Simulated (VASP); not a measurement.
# Zr (Fm-3m) in VASP: single point with PBE

Aim: the single point of Zr with PBE.

All numbers are computed with VASP 6.6.1; they aren't measurements. Logs are shortened: lines on timing, memory, paths and dates and some standing lists are left out, and cuts for length are marked.

## 1. The cell of the first run

It takes space group Fm-3m (No. 225, cubic). The conventional cell has a = 4.913 Å, b = 4.913 Å, c = 4.913 Å, α = 90.00°, β = 90.00°, γ = 90.00°. Within 4.6 Å of Zr (site symmetry m-3m) lie 12 Zr at 3.47 Å.

## 2. Single point, PBE

Contents of INCAR:

```
PREC = Accurate ; ENCUT = 520
EDIFF = 1E-7 ; ISMEAR = 1
SIGMA = 0.15 ; LREAL = False
LASPH = True ; NELM = 80
ALGO = Normal ; ISIF = 2
LWAVE = False ; LCHARG = False
GGA = PE ; NBANDS = 12
```

Contents of KPOINTS:

```
Automatic mesh
0
Gamma
  8 8 8
```

Contents of POSCAR:

```
Zr
1.0
    0.0000000000      2.4563200000      2.4563200000
    2.4563200000      0.0000000000      2.4563200000
    2.4563200000      2.4563200000      0.0000000000
Zr
1
Direct
    0.5000000000      0.5000000000      0.5000000000
```

Potentials or basis: VASP PAW PBE potentials, release 64 (Zr_sv).

Launch:

```bash
$ cat potpaw_PBE.64/Zr_sv/POTCAR > POTCAR
$ mpirun -np 1 vasp_std > vasp.out
```

OUTCAR:

```text
PREC = Accurate
   ENCUT = 520
   EDIFF = 1E-7
   ISMEAR = 1
   LREAL = False
   LASPH = True
   NELM = 80
   ISIF = 2
   GGA = PE

 ion  position               nearest neighbor table
   1  0.500  0.500  0.500-

  LATTYP: Found a face centered cubic cell.
 ALAT       =     4.9126400000

  Lattice vectors:

 A1 = (   0.0000000000,   2.4563200000,   2.4563200000)
 A2 = (   2.4563200000,   0.0000000000,   2.4563200000)
 A3 = (   2.4563200000,   2.4563200000,   0.0000000000)

Analysis of symmetry for initial positions (statically):
=====================================================================
 Subroutine PRICEL returns:
 Original cell was already a primitive cell.

 Routine SETGRP: Setting up the symmetry group for a
 face centered cubic supercell.

 Subroutine GETGRP returns: Found 48 space group operations
 (whereof 48 operations were pure point group operations)
 out of a pool of 48 trial point group operations.

The static configuration has the point symmetry O_h .

Analysis of symmetry for dynamics (positions and initial velocities):
=====================================================================
 Subroutine PRICEL returns:
 Original cell was already a primitive cell.

 Routine SETGRP: Setting up the symmetry group for a
 face centered cubic supercell.

 Subroutine GETGRP returns: Found 48 space group operations
 (whereof 48 operations were pure point group operations)
 out of a pool of 48 trial point group operations.

The dynamic configuration has the point symmetry O_h .

 Subroutine INISYM returns: Found 48 space group operations
 (whereof 48 operations are pure point group operations),
 and found     1 'primitive' translations

----------------------------------------------------------------------------------------

                                     Primitive cell

  volume of cell :      29.6405

  direct lattice vectors                    reciprocal lattice vectors
     0.000000000  2.456320000  2.456320000    -0.203556540  0.203556540  0.203556540
     2.456320000  0.000000000  2.456320000     0.203556540 -0.203556540  0.203556540
     2.456320000  2.456320000  0.000000000     0.203556540  0.203556540 -0.203556540

  length of vectors
     3.473761058  3.473761058  3.473761058     0.352570269  0.352570269  0.352570269

  position of ions in fractional coordinates (direct lattice)
     0.500000000  0.500000000  0.500000000

  ion indices of the primitive-cell ions
   primitive index   ion index
                 1           1

----------------------------------------------------------------------------------------

[... 75 lines left out ...]
   ISIF   =      2    stress and relaxation
   ISYM   =      2    0-nonsym 1-usesym 2-fastsym
   POTIM  = 0.5000    time-step for ionic-motion
   TEBEG  =    0.0;   TEEND  =   0.0 temperature during run
   PSTRESS=    0.0 pullay stress
   NELECT =      12.0000    total number of electrons
   NUPDOWN=      -1.0000    fix difference up-down
   EMIN   =  10.00;   EMAX   =-10.00  energy-range for DOS
   EFERMI =   0.00;   METHOD = LEGACY
   ISMEAR =     1;   SIGMA  =   0.15  broadening in eV -4-tet -1-fermi 0-gaus
   EFERMI_NEDOS =   21; number of points for ismear=-14 and -15
   IALGO  =     38    algorithm
   IMIX   =      4    mixing-type and parameters
     AMIX     =   0.40;   BMIX     =  1.00
     AMIX_MAG =   1.60;   BMIX_MAG =  1.00
  volume/ion in A,a.u.               =      29.64       200.02
  Fermi-wavevector in a.u.,A,eV,Ry     =   1.211082  2.288614 19.955940  1.466720
  Thomas-Fermi vector in A             =   2.346609
   LORBIT       =      0    0 simple, 1 ext, 2 COOP (PROOUT), +10 PAW based schemes
   GGA     = PE    functional components
   LHFCALC =     F    Hartree Fock is set to
   AEXX    =    0.0000 exact exchange contribution
   IVDW    =     0    specifies the selected vdW correction
   LEPSILON=     F    determine dielectric tensor
   LRPA    =     F    only Hartree local field effects (RPA)
 non-spin polarized calculation
 Methfessel and Paxton  Order N= 1 SIGMA  =   0.15
  energy-cutoff  :      520.00
  volume of cell :       29.64
 maximum number of plane-waves:       821
 NGX is ok and might be reduce to    28
   NGX = 13   NGY = 13   NGZ = 13

 number of electron      12.0000000 magnetization

 Free energy of the ion-electron system (eV)
  ---------------------------------------------------
  ext. energy  EPLUGINS =         0.00000000
  ---------------------------------------------------
  free energy    TOTEN  =        -8.12118498 eV

  energy without entropy =       -8.11824154  energy(sigma->0) =       -8.12020383

 E-fermi :   6.4668     XC(G=0): -10.0386

 val. band max:        6.4583917594   @ k =  -0.2500   0.2500   0.0000
 cond. band min:       6.5037309123   @ k =   0.2500   0.0000   0.0000
 fundamental gap:      0.0453391529
 Fermi energy:         6.4668090180

 k-point     1 :       0.0000    0.0000    0.0000
  band No.  band energies     occupation
      1     -42.8378      2.00000
      2     -20.5720      2.00000
      3     -20.5720      2.00000
      4     -20.5720      2.00000
      5       1.4178      2.00000
      6       7.2863     -0.00000
      7       7.2863     -0.00000
      8       7.2863     -0.00000
      9       9.0210     -0.00000
     10       9.0210     -0.00000
     11      16.4016      0.00000
     12      19.7031      0.00000
[... 331 lines left out ...]
 k-point    24 :      -0.3750    0.2500    0.1250
  band No.  band energies     occupation
      1     -42.7815      2.00000
      2     -20.9348      2.00000
      3     -20.7398      2.00000
      4     -20.6648      2.00000
      5       4.9428      2.00000
      6       5.8758      2.00000
      7       6.6621     -0.06926
      8       7.9772     -0.00000
      9      10.0263      0.00000
     10      11.6707      0.00000
     11      12.8146      0.00000
     12      17.3471      0.00000

 [... further k-points ...]
[... 5 lines left out ...]
  --------------------------------------------------------------------------------------
  -------------------------------------------------------------------------------------
  Total       -2.6913157     -2.6913157     -2.6913157      0.0000000      0.0000000     -0.0000000
  in kB     -145.4756796   -145.4756796   -145.4756796      0.0000000      0.0000000     -0.0000000
  external PRESSURE =    -145.4756796 kB  Pullay stress =       0.0000000 kB

 VOLUME and BASIS-vectors are now :
 -----------------------------------------------------------------------------
  energy-cutoff  :      520.00
  volume of cell :       29.64
      direct lattice vectors                 reciprocal lattice vectors
     0.000000000  2.456320000  2.456320000    -0.203556540  0.203556540  0.203556540
     2.456320000  0.000000000  2.456320000     0.203556540 -0.203556540  0.203556540
     2.456320000  2.456320000  0.000000000     0.203556540  0.203556540 -0.203556540

 POSITION                                       TOTAL-FORCE (eV/Angst)
 -----------------------------------------------------------------------------------
      2.45632      2.45632      2.45632        -0.000000      0.000000      0.000000
 -----------------------------------------------------------------------------------
    total drift:                                0.000000      0.000000      0.000000

  FREE ENERGIE OF THE ION-ELECTRON SYSTEM (eV)
  ---------------------------------------------------
  free  energy   TOTEN  =        -8.1211849763 eV

  energy  without entropy=       -8.1182415433  energy(sigma->0) =       -8.12020383
```

OSZICAR:

```text
N       E                     dE             d eps       ncg     rms          rms(c)
DAV:   1     0.879394909102E+02    0.87939E+02   -0.68098E+03   696   0.959E+02
DAV:   2    -0.374399495482E+01   -0.91683E+02   -0.89646E+02   816   0.264E+02
DAV:   3    -0.833741559714E+01   -0.45934E+01   -0.45315E+01  1084   0.502E+01
DAV:   4    -0.864801820693E+01   -0.31060E+00   -0.31054E+00   900   0.745E+00
DAV:   5    -0.864959038160E+01   -0.15722E-02   -0.15722E-02   880   0.744E-01    0.661E+00
DAV:   6    -0.820477513378E+01    0.44482E+00   -0.54897E-01   720   0.648E+00    0.223E+00
DAV:   7    -0.811945747132E+01    0.85318E-01   -0.27549E-01   808   0.423E+00    0.876E-01
DAV:   8    -0.812160165608E+01   -0.21442E-02   -0.17022E-02   844   0.141E+00    0.194E-01
DAV:   9    -0.812120988140E+01    0.39177E-03   -0.19929E-03   772   0.400E-01    0.268E-02
DAV:  10    -0.812118347025E+01    0.26411E-04   -0.65810E-05   880   0.651E-02    0.128E-02
DAV:  11    -0.812118496162E+01   -0.14914E-05   -0.26831E-06   780   0.185E-02    0.140E-03
DAV:  12    -0.812118497635E+01   -0.14731E-07   -0.40681E-08   596   0.186E-03
   1 F= -.81211850E+01 E0= -.81202038E+01  d E =-.294343E-02
```

Run time: 20 s. Hardware: 1 thread of AMD EPYC 7R13, shared host; peak memory 0.12 GiB.

What came out:

```
Free energy            : -8.1212 eV
Pressure               : -14.5 GPa
Band gap on the k mesh : zero (band 6 reaches 7.29 eV, above the bottom of band 7 at 6.11 eV)
```

Levels at points of the mesh, in eV from the Fermi level:
```tsv
k point	band 4	band 5	band 6	band 7	band 8	band 9
(0.00, 0.00, 0.00)	-27.04	-5.05	0.82	0.82	0.82	2.55
(0.50, 0.00, 0.00)	-27.10	-2.42	0.46	0.72	0.72	3.80
(0.50, 0.50, 0.00)	-27.19	-2.18	-1.52	1.94	3.80	4.14
```
